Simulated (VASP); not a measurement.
# K2S (Fm-3m) in VASP: further runs

K2S is run at these levels: PBEsol; tasks: single point.

Program: VASP 6.6.1. These are calculated values, not measurements. Logs are shortened: lines on timing, memory, paths and dates and some standing lists are left out, and cuts for length are marked.

### 1 The cell of the first run

The structure is cubic, space group Fm-3m (No. 225). Conventional cell: a = 5.446 Å, b = 5.446 Å, c = 5.446 Å, α = 90.00°, β = 90.00°, γ = 90.00°. Within 3.1 Å of K (site symmetry -43m) lie 4 S at 2.36 Å and 6 K at 2.72 Å. Within 3.1 Å of S (site symmetry m-3m) lie 8 K at 2.36 Å.

### 2 Single point, PBEsol (13.46 Å³/atom)

File INCAR:

```
PREC = Accurate ; ENCUT = 500
EDIFF = 1E-6 ; ISMEAR = -1
SIGMA = 0.03 ; LREAL = F
LASPH = T ; NELM = 120
ALGO = Normal ; ISIF = 2
LWAVE = F ; LCHARG = T
GGA = PS ; LELF = T
LVHAR = T ; NBANDS = 19
GGA_COMPAT = F
```

File KPOINTS:

```
Automatic mesh
0
Gamma
  7 7 7
```

File POSCAR:

```
K2S
1.0
    0.0000000000      2.7228676806      2.7228676806
    2.7228676806      0.0000000000      2.7228676806
    2.7228676806      2.7228676806      0.0000000000
K S
2 1
Direct
    0.2500000000      0.2500000000      0.2500000000
    0.7500000000      0.7500000000      0.7500000000
    0.0000000000      0.0000000000      0.0000000000
```

Potentials or basis: VASP PAW PBE potentials, release 64 (K_sv, S).

Run with:

```console
> cat potpaw_PBE.64/K_sv/POTCAR potpaw_PBE.64/S/POTCAR > POTCAR
> mpirun -np 1 vasp_std > vasp.out
```

OUTCAR:

```text
PREC = Accurate
   ENCUT = 500
   EDIFF = 1E-6
   ISMEAR = -1
   LREAL = F
   LASPH = T
   NELM = 120
   ISIF = 2
   GGA = PS

 ion  position               nearest neighbor table
   1  0.250  0.250  0.250-   3 2.36   3 2.36   3 2.36   3 2.36   2 2.72   2 2.72   2 2.72   2 2.72
                             2 2.72   2 2.72
   2  0.750  0.750  0.750-   3 2.36   3 2.36   3 2.36   3 2.36   1 2.72   1 2.72   1 2.72   1 2.72
                             1 2.72   1 2.72
   3  0.000  0.000  0.000-   2 2.36   2 2.36   2 2.36   1 2.36   2 2.36   1 2.36   1 2.36   1 2.36

  LATTYP: Found a face centered cubic cell.
 ALAT       =     5.4457353612

  Lattice vectors:

 A1 = (   0.0000000000,   2.7228676806,   2.7228676806)
 A2 = (   2.7228676806,   0.0000000000,   2.7228676806)
 A3 = (   2.7228676806,   2.7228676806,   0.0000000000)

Analysis of symmetry for initial positions (statically):
=====================================================================
 Subroutine PRICEL returns:
 Original cell was already a primitive cell.

 Routine SETGRP: Setting up the symmetry group for a
 face centered cubic supercell.

 Subroutine GETGRP returns: Found 48 space group operations
 (whereof 48 operations were pure point group operations)
 out of a pool of 48 trial point group operations.

The static configuration has the point symmetry O_h .

Analysis of symmetry for dynamics (positions and initial velocities):
=====================================================================
 Subroutine PRICEL returns:
 Original cell was already a primitive cell.

 Routine SETGRP: Setting up the symmetry group for a
 face centered cubic supercell.

 Subroutine GETGRP returns: Found 48 space group operations
 (whereof 48 operations were pure point group operations)
 out of a pool of 48 trial point group operations.

The dynamic configuration has the point symmetry O_h .

 Subroutine INISYM returns: Found 48 space group operations
 (whereof 48 operations are pure point group operations),
 and found     1 'primitive' translations

----------------------------------------------------------------------------------------

                                     Primitive cell

  volume of cell :      40.3747

  direct lattice vectors                    reciprocal lattice vectors
     0.000000000  2.722867681  2.722867681    -0.183629929  0.183629929  0.183629929
     2.722867681  0.000000000  2.722867681     0.183629929 -0.183629929  0.183629929
     2.722867681  2.722867681  0.000000000     0.183629929  0.183629929 -0.183629929

  length of vectors
     3.850716402  3.850716402  3.850716402     0.318056368  0.318056368  0.318056368

  position of ions in fractional coordinates (direct lattice)
     0.250000000  0.250000000  0.250000000
     0.750000000  0.750000000  0.750000000
     0.000000000  0.000000000  0.000000000

  ion indices of the primitive-cell ions
   primitive index   ion index
                 1           1
                 2           2
                 3           3

----------------------------------------------------------------------------------------

 KPOINTS: Automatic mesh

Automatic generation of k-mesh.
 Grid dimensions read from file:
 generate k-points for:    7    7    7

 Generating k-lattice:

  Cartesian coordinates                     Fractional coordinates (reciprocal lattice)
    -0.026232847  0.026232847  0.026232847     0.142857143  0.000000000  0.000000000
     0.026232847 -0.026232847  0.026232847     0.000000000  0.142857143  0.000000000
     0.026232847  0.026232847 -0.026232847     0.000000000  0.000000000  0.142857143

  Length of vectors
     0.045436624  0.045436624  0.045436624

  Shift w.r.t. Gamma in fractional coordinates (k-lattice)
     0.000000000  0.000000000  0.000000000

 Subroutine IBZKPT returns following result:
 ===========================================

 Found     20 irreducible k-points:

 Following reciprocal coordinates:
            Coordinates               Weight
  0.000000  0.000000  0.000000      1.000000
  0.142857  0.000000  0.000000      8.000000
  0.285714  0.000000  0.000000      8.000000
  0.428571  0.000000  0.000000      8.000000
  0.142857  0.142857  0.000000      6.000000
  0.285714  0.142857  0.000000     24.000000
[... 12 lines left out ...]
 -0.428571  0.428571  0.142857     24.000000
 -0.285714  0.428571  0.142857     24.000000
   k-points           NKPTS =     20   k-points in BZ     NKDIM =     20   number of bands    NBANDS=     19
   number of dos      NEDOS =    301   number of ions     NIONS =      3
   total plane-waves  NPLWV =  21952
   dimension x,y,z NGX =    28 NGY =   28 NGZ =   28
   dimension x,y,z NGXF=    56 NGYF=   56 NGZF=   56
   ions per type =               2   1
   NGX,Y,Z   is equivalent  to a cutoff of  12.09, 12.09, 12.09 a.u.
   NGXF,Y,Z  is equivalent  to a cutoff of  24.18, 24.18, 24.18 a.u.
 SYSTEM =  unknown system
   PREC   = accura    normal or accurate (medium, high low for compatibility)
   ISTART =      0    job   : 0-new  1-cont  2-samecut
   ICHARG =      2    charge: 1-file 2-atom 10-const
   ISPIN  =      1    spin polarized calculation?
   LNONCOLLINEAR =      F non collinear calculations
   LSORBIT =      F    spin-orbit coupling
   LASPH  =      T    aspherical Exc in radial PAW
   ENCUT  =  500.0 eV  36.75 Ry    6.06 a.u.   7.02  7.02  7.02*2*pi/ulx,y,z
   NELM   =    120;   NELMIN=  2; NELMDL= -5     # of ELM steps
   EDIFF  = 0.1E-05   stopping-criterion for ELM
   LREAL  =      F    real-space projection
   EDIFFG = 0.1E-04   stopping-criterion for IOM
   NSW    =      0    number of steps for IOM
   IBRION =     -1    ionic relax: 0-MD 1-quasi-New 2-CG
   NFREE  =      0    steps in history (QN), initial steepest desc. (CG)
   ISIF   =      2    stress and relaxation
   ISYM   =      2    0-nonsym 1-usesym 2-fastsym
   POTIM  = 0.5000    time-step for ionic-motion
   TEBEG  =    0.0;   TEEND  =   0.0 temperature during run
   PSTRESS=    0.0 pullay stress
   NELECT =      24.0000    total number of electrons
   NUPDOWN=      -1.0000    fix difference up-down
   EMIN   =  10.00;   EMAX   =-10.00  energy-range for DOS
   EFERMI =   0.00;   METHOD = LEGACY
   ISMEAR =    -1;   SIGMA  =   0.03  broadening in eV -4-tet -1-fermi 0-gaus
   EFERMI_NEDOS =   21; number of points for ismear=-14 and -15
   IALGO  =     38    algorithm
   IMIX   =      4    mixing-type and parameters
     AMIX     =   0.40;   BMIX     =  1.00
     AMIX_MAG =   1.60;   BMIX_MAG =  1.00
  volume/ion in A,a.u.               =      13.46        90.82
  Fermi-wavevector in a.u.,A,eV,Ry     =   1.376497  2.601203 25.779570  1.894745
  Thomas-Fermi vector in A             =   2.501737
   LORBIT       =      0    0 simple, 1 ext, 2 COOP (PROOUT), +10 PAW based schemes
   GGA     = PS    functional components
   LHFCALC =     F    Hartree Fock is set to
   AEXX    =    0.0000 exact exchange contribution
   IVDW    =     0    specifies the selected vdW correction
   LEPSILON=     F    determine dielectric tensor
   LRPA    =     F    only Hartree local field effects (RPA)
 non-spin polarized calculation
  energy-cutoff  :      500.00
  volume of cell :       40.37
 maximum number of plane-waves:      1032
   NGX = 13   NGY = 13   NGZ = 13

 number of electron      23.9999995 magnetization

 Free energy of the ion-electron system (eV)
  ---------------------------------------------------
  ext. energy  EPLUGINS =         0.00000000
  ---------------------------------------------------
  free energy    TOTEN  =         0.28793545 eV

  energy without entropy =        0.28793545  energy(sigma->0) =        0.28793545

 E-fermi :   6.8224     XC(G=0): -11.7751

 val. band max:        6.0764151193   @ k =   0.4286   0.4286   0.0000
 cond. band min:       8.2823783298   @ k =  -0.2857   0.2857   0.0000
 fundamental gap:      2.2059632105
 Fermi energy:         6.8224334264

 k-point     1 :       0.0000    0.0000    0.0000
  band No.  band energies     occupation
      1     -24.4640      2.00000
      2     -22.4247      2.00000
      3      -8.1914      2.00000
      4      -8.1914      2.00000
      5      -8.1914      2.00000
      6      -6.2418      2.00000
[... 11 lines left out ...]
     18      17.0402      0.00000
     19      17.8936      0.00000

 k-point     2 :       0.1429    0.0000    0.0000
  band No.  band energies     occupation
      1     -24.3591      2.00000
      2     -22.5197      2.00000
      3      -8.3076      2.00000
      4      -8.1487      2.00000
      5      -8.1487      2.00000
      6      -7.1956      2.00000
[... 11 lines left out ...]
     18      16.0596      0.00000
     19      18.5479      0.00000

 k-point     3 :       0.2857    0.0000    0.0000
  band No.  band energies     occupation
      1     -24.0661      2.00000
      2     -22.7898      2.00000
      3      -8.9416      2.00000
      4      -8.0072      2.00000
      5      -8.0072      2.00000
      6      -7.7086      2.00000
[... 11 lines left out ...]
     18      15.2348      0.00000
     19      17.3441      0.00000

 k-point     4 :       0.4286    0.0000    0.0000
  band No.  band energies     occupation
      1     -23.6471      2.00000
      2     -23.1899      2.00000
      3      -9.5153      2.00000
      4      -7.7749      2.00000
      5      -7.7643      2.00000
      6      -7.7643      2.00000
[... 319 lines left out ...]
     18      15.2141      0.00000
     19      16.0770      0.00000

 k-point    19 :      -0.4286    0.4286    0.1429
  band No.  band energies     occupation
      1     -23.5931      2.00000
      2     -23.1130      2.00000
      3     -10.9483      2.00000
      4      -9.3572      2.00000
      5      -8.5987      2.00000
      6      -6.5275      2.00000
[... 11 lines left out ...]
     18      14.9429      0.00000
     19      15.6558      0.00000

 k-point    20 :      -0.2857    0.4286    0.1429
  band No.  band energies     occupation
      1     -23.3949      2.00000
      2     -23.3176      2.00000
      3     -10.9411      2.00000
      4      -9.4334      2.00000
      5      -8.0656      2.00000
      6      -7.2142      2.00000
[... 11 lines left out ...]
     18      14.9170      0.00000
     19      15.0399      0.00000

------------------------ aborting loop because EDIFF is reached ----------------------------------------

  FORCE on cell =-STRESS in cart. coord.  units (eV):
  Direction    XX          YY          ZZ          XY          YZ          ZX
  --------------------------------------------------------------------------------------
  -------------------------------------------------------------------------------------
  Total       29.6091170     29.6091170     29.6091170     -0.0000000     -0.0000000      0.0000000
  in kB     1174.9690623   1174.9690623   1174.9690623     -0.0000000     -0.0000000      0.0000000
  external PRESSURE =    1174.9690623 kB  Pullay stress =       0.0000000 kB

 VOLUME and BASIS-vectors are now :
 -----------------------------------------------------------------------------
  energy-cutoff  :      500.00
  volume of cell :       40.37
      direct lattice vectors                 reciprocal lattice vectors
     0.000000000  2.722867681  2.722867681    -0.183629929  0.183629929  0.183629929
     2.722867681  0.000000000  2.722867681     0.183629929 -0.183629929  0.183629929
     2.722867681  2.722867681  0.000000000     0.183629929  0.183629929 -0.183629929

 POSITION                                       TOTAL-FORCE (eV/Angst)
 -----------------------------------------------------------------------------------
      1.36143      1.36143      1.36143         0.000000      0.000000      0.000000
      4.08430      4.08430      4.08430         0.000000     -0.000000     -0.000000
      0.00000      0.00000      0.00000        -0.000000      0.000000      0.000000
 -----------------------------------------------------------------------------------
    total drift:                                0.000000      0.000000      0.000000

  FREE ENERGIE OF THE ION-ELECTRON SYSTEM (eV)
  ---------------------------------------------------
  free  energy   TOTEN  =         0.2879354526 eV

  energy  without entropy=        0.2879354526  energy(sigma->0) =        0.28793545
```

Wall time 26 s (1 thread of Intel Xeon 8259CL, shared host); peak memory 0.16 GiB.

Results:

```
Free energy            : 0.2879 eV
Pressure               : 117.5 GPa
Band gap on the k mesh : 2.21 eV (least direct gap 2.23 eV)
```

Levels at points of the mesh, in eV from the valence-band top:
```csv
k point,band 8,band 9,band 10,band 11,band 12,band 13,band 14,band 15,band 16,band 17
"(0.00, 0.00, 0.00)",-12.32,-11.20,-3.11,-3.11,-3.11,2.73,2.73,4.23,10.96,10.96
```

Caveat: the cell stands under pressure; the PAW data sets were made with another functional, which shifts forces and pressure a little; an odd mesh through Γ misses points on the zone boundary, where band edges can lie.

(Part 1 of 2 ends here.)
